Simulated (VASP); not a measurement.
# Au: single point with PBE

Au:

```
Au
1.0
     4.05297    0.00000   -0.00148
     0.00000    4.05297    0.00000
    -2.02726    0.00000    2.16896
Au
2
Direct
  0.00000 0.00000 0.00000
  0.50000 0.50000 0.00000
```

```yaml
Program: VASP 6.6.1
Task: single point
Functional: PBE
Potentials_or_basis: VASP PAW PBE potentials, release 64 (Au)
Cutoff: 520 eV
k_mesh: 9 × 9 × 16
Occupations: gaussian, width 0.1 eV
Spin: no spin polarisation
Dipole_correction: no
Further_INCAR_settings: ALGO = Fast; EDIFF = 1e-07; NBANDS = 18; ISYM = 0
```

```json
{
  "Pressure": "1.1 GPa",
  "Band gap on the k mesh": "zero (band 11 reaches 12.79 eV, above the bottom of band 12 at 6.18 eV)"
}
```

Stress tensor (GPa, compression positive):
```
 1.80  0.00 -0.13
 0.00  1.75  0.00
-0.13  0.00 -0.30
```

Levels at points of the mesh, in eV from the Fermi level:
| k point | band 7 | band 8 | band 9 | band 10 | band 11 | band 12 | band 13 | band 14 | band 15 | band 16 |
| --- | --- | --- | --- | --- | --- | --- | --- | --- | --- | --- |
| (0.00, 0.00, 0.00) | -3.38 | -2.75 | -2.02 | -1.88 | -1.39 | 1.55 | 5.98 | 9.52 | 9.59 | 14.66 |
| (0.00, 0.00, 0.50) | -1.87 | -1.68 | -1.68 | -1.39 | 0.47 | 1.55 | 4.46 | 5.98 | 9.53 | 9.59 |

Run time: 4.8 min on 1 thread of Intel Xeon 6975P-C, on a shared host, peak memory 0.43 GiB.

Caveat: spin-orbit coupling is left out, which moves the levels of the heavy elements.
